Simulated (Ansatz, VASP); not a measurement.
**One calculation of CdSe, two programs**

INCAR

```
SYSTEM = CdSe
  PREC = Accurate
  ENCUT = 520
  EDIFF = 1E-7
  ISMEAR = 0
  SIGMA = 0.01
  LREAL = .FALSE.
  LASPH = .TRUE.
  NELM = 80
  ALGO = Normal
  ISIF = 2
  LWAVE = .FALSE.
  LCHARG = .FALSE.
  GGA = PS
  NBANDS = 16
```

Contents of KPOINTS:

```
Automatic mesh
0
G
  6 6 6
  0 0 0
```

POSCAR

```
CdSe
1.0
    0.0000000000      3.0261403398      3.0261403398
    3.0261403398      0.0000000000      3.0261403398
    3.0261403398      3.0261403398      0.0000000000
Cd Se
1 1
Direct
    0.0000000000      0.0000000000      0.0000000000
    0.7500000000      0.7500000000      0.7500000000
```

Input for Ansatz:

```yaml
crystal:
  lattice:
    - [0.0, 3.0261403398, 3.0261403398]
    - [3.0261403398, 0.0, 3.0261403398]
    - [3.0261403398, 3.0261403398, 0.0]
  atoms:
    - { symbol: Cd, position: [0.0, 0.0, 0.0] }
    - { symbol: Se, position: [0.75, 0.75, 0.75] }
kpoints:
  mp_grid: { grid: [6, 6, 6] }
scf:
  occupations: { method: fixed }
  convergence: { dr2_threshold: 1.0e-10 }
hamiltonian:
  xc: pbesol
  pseudopotentials: { kind: all_electron, lapw: { basis_error: 0.0005 } }
output:
  forces: true
  stress: true
  eigenstates:
    kpoints:
      - [0.0, 0.0, 0.0]
      - [0.5, 0.5, 0.0]
      - [0.5, 0.0, 0.5]
      - [0.0, 0.5, 0.5]
      - [0.0, 0.5, 0.0]
      - [0.5, 0.0, 0.0]
      - [0.0, 0.0, 0.5]
      - [0.5, 0.5, 0.5]
  eigenvalues: true
```

Alike in both runs: task single point; functional PBEsol; k mesh 6 × 6 × 6; no spin polarisation.

|  | VASP | Ansatz |
| --- | --- | --- |
| version | VASP 6.6.1 | Ansatz 0.2.0 |
| potentials or method | VASP PAW PBE potentials, release 64 (Cd, Se), cutoff 520 eV | all-electron LAPW, scalar-relativistic |
| occupations | gaussian, width 0.01 eV | fixed |

|  | VASP | Ansatz | Ansatz less VASP |
| --- | --- | --- | --- |
| gap on the k mesh at the Fermi level (eV) | 0.51 | 0.51 | -0.002 |
| pressure (GPa) | 1.2 | 0.8 | -0.34 |

VASP's potentials were made for PBE, not for PBEsol. Ansatz ran all-electron here, and VASP with PAW potentials.
